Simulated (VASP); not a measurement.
# CsBa3 (R3m) in VASP: single point with PBEsol

Aim: the single point of CsBa3 with PBEsol.

Everything below comes from runs of VASP 6.6.1. Logs are shortened: lines on timing, memory, paths and dates and some standing lists are left out, and cuts for length are marked.

### Step 1. The cell of the first run

It takes space group R3m (No. 160, trigonal). The conventional cell has a = 9.879 Å, b = 9.879 Å, c = 10.040 Å, α = 90.00°, β = 90.00°, γ = 120.00°. Within 5.7 Å of Cs (site symmetry 3m) lie 12 Ba at 4.33 to 4.94 Å. Ba (site symmetry m) has 4 Cs at 4.33 to 4.94 Å and 8 Ba at 4.40 to 4.98 Å within 5.7 Å.

### Step 2. Single point, PBEsol (strained and its atoms moved)

File INCAR:

```
SYSTEM = CsBa3
PREC = Accurate
ENCUT = 520
EDIFF = 1E-6
ISMEAR = 0
SIGMA = 0.1
LREAL = .FALSE.
LASPH = .TRUE.
NELM = 80
ALGO = Fast
ISIF = 2
LWAVE = .FALSE.
LCHARG = .TRUE.
GGA = PS
LELF = .TRUE.
LVHAR = .TRUE.
NBANDS = 28
```

File KPOINTS:

```
regular mesh
0
G
  6 6 6
  0 0 0
```

File POSCAR:

```
CsBa3
1.0
    6.5892469904     -0.3962622600     -0.3962622600
   -0.3962622600      6.5892469904     -0.3962622600
   -0.3962622600     -0.3962622600      6.5892469904
Cs Ba
1 3
Direct
    0.0085823930      0.0085823930      0.0085823930
   -0.0056699573      0.4985437821      0.4985437821
    0.4985437821     -0.0056699573      0.4985437821
    0.4985437821      0.4985437821     -0.0056699573
```

Potentials or basis: VASP PAW PBE potentials, release 64 (Cs_sv, Ba_sv).

On the command line:

```
> cat potpaw_PBE.64/Cs_sv/POTCAR potpaw_PBE.64/Ba_sv/POTCAR > POTCAR
> mpirun -np 1 vasp_std > vasp.out
```

OUTCAR:

```text
SYSTEM = CsBa3
   PREC = Accurate
   ENCUT = 520
   EDIFF = 1E-6
   ISMEAR = 0
   LREAL = .FALSE.
   LASPH = .TRUE.
   NELM = 80
   ISIF = 2
   GGA = PS

 ion  position               nearest neighbor table
   1  0.009  0.009  0.009-
   2  0.994  0.499  0.499-   3 4.40   3 4.40   4 4.40   4 4.40
   3  0.499  0.994  0.499-   2 4.40   2 4.40   4 4.40   4 4.40
   4  0.499  0.499  0.994-   2 4.40   3 4.40   3 4.40   2 4.40

  LATTYP: Found a trigonal (rhomboedric) cell.
 ALAT       =     6.6130343609
 COS(alpha) =    -0.1158211412

  Lattice vectors:

 A1 = (   6.5892469904,  -0.3962622600,  -0.3962622600)
 A2 = (  -0.3962622600,   6.5892469904,  -0.3962622600)
 A3 = (  -0.3962622600,  -0.3962622600,   6.5892469904)

Analysis of symmetry for initial positions (statically):
=====================================================================
 Subroutine PRICEL returns:
 Original cell was already a primitive cell.

 Routine SETGRP: Setting up the symmetry group for a
 trigonal (rhombohedral) supercell.

 Subroutine GETGRP returns: Found  6 space group operations
 (whereof  6 operations were pure point group operations)
 out of a pool of 12 trial point group operations.

The static configuration has the point symmetry C_3v.

Analysis of symmetry for dynamics (positions and initial velocities):
=====================================================================
 Subroutine PRICEL returns:
 Original cell was already a primitive cell.

 Routine SETGRP: Setting up the symmetry group for a
 trigonal (rhombohedral) supercell.

 Subroutine GETGRP returns: Found  6 space group operations
 (whereof  6 operations were pure point group operations)
 out of a pool of 12 trial point group operations.

The dynamic configuration has the point symmetry C_3v.

 Subroutine INISYM returns: Found  6 space group operations
 (whereof  6 operations are pure point group operations),
 and found     1 'primitive' translations

----------------------------------------------------------------------------------------

                                     Primitive cell

  volume of cell :     282.8646

  direct lattice vectors                    reciprocal lattice vectors
     6.589246990 -0.396262260 -0.396262260     0.152939417  0.009785931  0.009785931
    -0.396262260  6.589246990 -0.396262260     0.009785931  0.152939417  0.009785931
    -0.396262260 -0.396262260  6.589246990     0.009785931  0.009785931  0.152939417

  length of vectors
     6.613034361  6.613034361  6.613034361     0.153564299  0.153564299  0.153564299

  position of ions in fractional coordinates (direct lattice)
     0.008582393  0.008582393  0.008582393
     0.994330043  0.498543782  0.498543782
     0.498543782  0.994330043  0.498543782
     0.498543782  0.498543782  0.994330043

  ion indices of the primitive-cell ions
   primitive index   ion index
                 1           1
                 2           2
                 3           3
                 4           4

----------------------------------------------------------------------------------------

 KPOINTS: regular mesh

Automatic generation of k-mesh.
 Grid dimensions read from file:
 generate k-points for:    6    6    6

 Generating k-lattice:

  Cartesian coordinates                     Fractional coordinates (reciprocal lattice)
     0.025489903  0.001630988  0.001630988     0.166666667  0.000000000  0.000000000
     0.001630988  0.025489903  0.001630988     0.000000000  0.166666667  0.000000000
     0.001630988  0.001630988  0.025489903     0.000000000  0.000000000  0.166666667

  Length of vectors
     0.025594050  0.025594050  0.025594050

  Shift w.r.t. Gamma in fractional coordinates (k-lattice)
     0.000000000  0.000000000  0.000000000

 Subroutine IBZKPT returns following result:
 ===========================================

 Found     32 irreducible k-points:

 Following reciprocal coordinates:
            Coordinates               Weight
  0.000000  0.000000  0.000000      1.000000
  0.166667  0.000000  0.000000      6.000000
  0.333333 -0.000000 -0.000000      6.000000
  0.500000 -0.000000  0.000000      3.000000
  0.166667  0.166667  0.000000      6.000000
  0.333333  0.166667 -0.000000     12.000000
[... 16 lines left out ...]
  0.500000  0.500000  0.166667      6.000000
 -0.333333  0.500000  0.166667     12.000000
 [... further k-points ...]
   k-points           NKPTS =     32   k-points in BZ     NKDIM =     32   number of bands    NBANDS=     28
   number of dos      NEDOS =    301   number of ions     NIONS =      4
   total plane-waves  NPLWV = 125000
   dimension x,y,z NGX =    50 NGY =   50 NGZ =   50
   dimension x,y,z NGXF=   100 NGYF=  100 NGZF=  100
   ions per type =               1   3
   NGX,Y,Z   is equivalent  to a cutoff of  12.57, 12.57, 12.57 a.u.
   NGXF,Y,Z  is equivalent  to a cutoff of  25.14, 25.14, 25.14 a.u.
 SYSTEM =  CsBa3
   PREC   = accura    normal or accurate (medium, high low for compatibility)
   ISTART =      0    job   : 0-new  1-cont  2-samecut
   ICHARG =      2    charge: 1-file 2-atom 10-const
   ISPIN  =      1    spin polarized calculation?
   LNONCOLLINEAR =      F non collinear calculations
   LSORBIT =      F    spin-orbit coupling
   LASPH  =      T    aspherical Exc in radial PAW
   ENCUT  =  520.0 eV  38.22 Ry    6.18 a.u.  12.30 12.30 12.30*2*pi/ulx,y,z
   NELM   =     80;   NELMIN=  2; NELMDL= -5     # of ELM steps
   EDIFF  = 0.1E-05   stopping-criterion for ELM
   LREAL  =      F    real-space projection
   EDIFFG = 0.1E-04   stopping-criterion for IOM
   NSW    =      0    number of steps for IOM
   IBRION =     -1    ionic relax: 0-MD 1-quasi-New 2-CG
   NFREE  =      0    steps in history (QN), initial steepest desc. (CG)
   ISIF   =      2    stress and relaxation
   ISYM   =      2    0-nonsym 1-usesym 2-fastsym
   POTIM  = 0.5000    time-step for ionic-motion
   TEBEG  =    0.0;   TEEND  =   0.0 temperature during run
   PSTRESS=    0.0 pullay stress
   NELECT =      39.0000    total number of electrons
   NUPDOWN=      -1.0000    fix difference up-down
   EMIN   =  10.00;   EMAX   =-10.00  energy-range for DOS
   EFERMI =   0.00;   METHOD = LEGACY
   ISMEAR =     0;   SIGMA  =   0.10  broadening in eV -4-tet -1-fermi 0-gaus
   EFERMI_NEDOS =   21; number of points for ismear=-14 and -15
   IALGO  =     68    algorithm
   IMIX   =      4    mixing-type and parameters
     AMIX     =   0.40;   BMIX     =  1.00
     AMIX_MAG =   1.60;   BMIX_MAG =  1.00
  volume/ion in A,a.u.               =      70.72       477.22
  Fermi-wavevector in a.u.,A,eV,Ry     =   0.845740  1.598217  9.731920  0.715276
  Thomas-Fermi vector in A             =   1.960976
   LORBIT       =      0    0 simple, 1 ext, 2 COOP (PROOUT), +10 PAW based schemes
   GGA     = PS    functional components
   LHFCALC =     F    Hartree Fock is set to
   AEXX    =    0.0000 exact exchange contribution
   IVDW    =     0    specifies the selected vdW correction
   LEPSILON=     F    determine dielectric tensor
   LRPA    =     F    only Hartree local field effects (RPA)
 non-spin polarized calculation
 RMM-DIIS sequential band-by-band and
 Gauss-broadening in eV      SIGMA  =   0.10
  energy-cutoff  :      520.00
  volume of cell :      282.86
 maximum number of plane-waves:      7657
 NGX is ok and might be reduce to    50
   NGX = 25   NGY = 25   NGZ = 25

 number of electron      38.9999999 magnetization

 Free energy of the ion-electron system (eV)
  ---------------------------------------------------
  ext. energy  EPLUGINS =         0.00000000
  ---------------------------------------------------
  free energy    TOTEN  =        -6.52321804 eV

  energy without entropy =       -6.48729421  energy(sigma->0) =       -6.50525612

 E-fermi :   1.2907     XC(G=0):  -7.0897

 val. band max:        1.2885580618   @ k =   0.0000   0.0000   0.0000
 cond. band min:       1.2917426806   @ k =  -0.3333  -0.3333   0.1667
 fundamental gap:      0.0031846188
 Fermi energy:         1.2906639948

 k-point     1 :       0.0000    0.0000    0.0000
  band No.  band energies     occupation
      1     -27.9800      2.00000
      2     -27.9510      2.00000
      3     -27.9510      2.00000
      4     -21.6411      2.00000
      5     -13.2765      2.00000
      6     -13.2765      2.00000
[... 20 lines left out ...]
     27       3.2402      0.00000
     28       3.3634      0.00000

 k-point     2 :       0.1667    0.0000    0.0000
  band No.  band energies     occupation
      1     -27.9783      2.00000
      2     -27.9528      2.00000
      3     -27.9510      2.00000
      4     -21.6412      2.00000
      5     -13.2688      2.00000
      6     -13.2575      2.00000
[... 20 lines left out ...]
     27       3.0691      0.00000
     28       3.1229      0.00000

 k-point     3 :       0.3333   -0.0000   -0.0000
  band No.  band energies     occupation
      1     -27.9739      2.00000
      2     -27.9572      2.00000
      3     -27.9510      2.00000
      4     -21.6412      2.00000
      5     -13.2530      2.00000
      6     -13.2064      2.00000
[... 20 lines left out ...]
     27       2.7381      0.00000
     28       3.0770      0.00000

 k-point     4 :       0.5000   -0.0000    0.0000
  band No.  band energies     occupation
      1     -27.9703      2.00000
      2     -27.9607      2.00000
      3     -27.9510      2.00000
      4     -21.6413      2.00000
      5     -13.2449      2.00000
      6     -13.1552      2.00000
[... 578 lines left out ...]
     27       2.7596      0.00000
     28       2.8577      0.00000

 k-point    23 :       0.5000    0.5000    0.1667
  band No.  band energies     occupation
      1     -27.9669      2.00000
      2     -27.9630      2.00000
      3     -27.9520      2.00000
      4     -21.6411      2.00000
      5     -13.2678      2.00000
      6     -13.2005      2.00000
[... 20 lines left out ...]
     27       2.6184      0.00000
     28       2.8158      0.00000

 k-point    24 :      -0.3333    0.5000    0.1667
  band No.  band energies     occupation
      1     -27.9681      2.00000
      2     -27.9637      2.00000
      3     -27.9502      2.00000
      4     -21.6411      2.00000
      5     -13.2684      2.00000
      6     -13.2136      2.00000
[... 20 lines left out ...]
     27       2.7329      0.00000
     28       2.8950      0.00000

 [... further k-points ...]
[... 5 lines left out ...]
  --------------------------------------------------------------------------------------
  -------------------------------------------------------------------------------------
  Total       -0.6457373     -0.6457373     -0.6457373      0.9906052      0.9906052      0.9906052
  in kB       -3.6575289     -3.6575289     -3.6575289      5.6109002      5.6109002      5.6109002
  external PRESSURE =      -3.6575289 kB  Pullay stress =       0.0000000 kB

 VOLUME and BASIS-vectors are now :
 -----------------------------------------------------------------------------
  energy-cutoff  :      520.00
  volume of cell :      282.86
      direct lattice vectors                 reciprocal lattice vectors
     6.589246990 -0.396262260 -0.396262260     0.152939417  0.009785931  0.009785931
    -0.396262260  6.589246990 -0.396262260     0.009785931  0.152939417  0.009785931
    -0.396262260 -0.396262260  6.589246990     0.009785931  0.009785931  0.152939417

 POSITION                                       TOTAL-FORCE (eV/Angst)
 -----------------------------------------------------------------------------------
      0.04975      0.04975      0.04975        -0.052827     -0.052827     -0.052827
      6.15678      2.69346      2.69346        -0.005504      0.029165      0.029165
      2.69346      6.15678      2.69346         0.029165     -0.005504      0.029165
      2.69346      2.69346      6.15678         0.029165      0.029165     -0.005504
 -----------------------------------------------------------------------------------
    total drift:                                0.000027      0.000027      0.000027

  FREE ENERGIE OF THE ION-ELECTRON SYSTEM (eV)
  ---------------------------------------------------
  free  energy   TOTEN  =        -6.5232180357 eV

  energy  without entropy=       -6.4872942092  energy(sigma->0) =       -6.50525612
```

Run time: 3.8 min. Hardware: 1 thread of Intel Xeon Platinum 8488C (Sapphire Rapids), shared host; peak memory 0.46 GiB.

Results:

| Property | Result |
| --- | --- |
| Free energy | -6.5232 eV |
| Pressure | -0.4 GPa |
| Largest force | 0.091 eV/Å |

Forces on the atoms (eV/Å):
```
Cs  -0.053 -0.053 -0.053
Ba  -0.006  0.029  0.029
Ba   0.029 -0.006  0.029
Ba   0.029  0.029 -0.006
```

Caveat: the cell differs from its parent crystal (strained and its atoms moved); the PAW data sets were made with another functional, which shifts forces and pressure a little; spin-orbit coupling is left out, which moves the levels of the heavy elements.
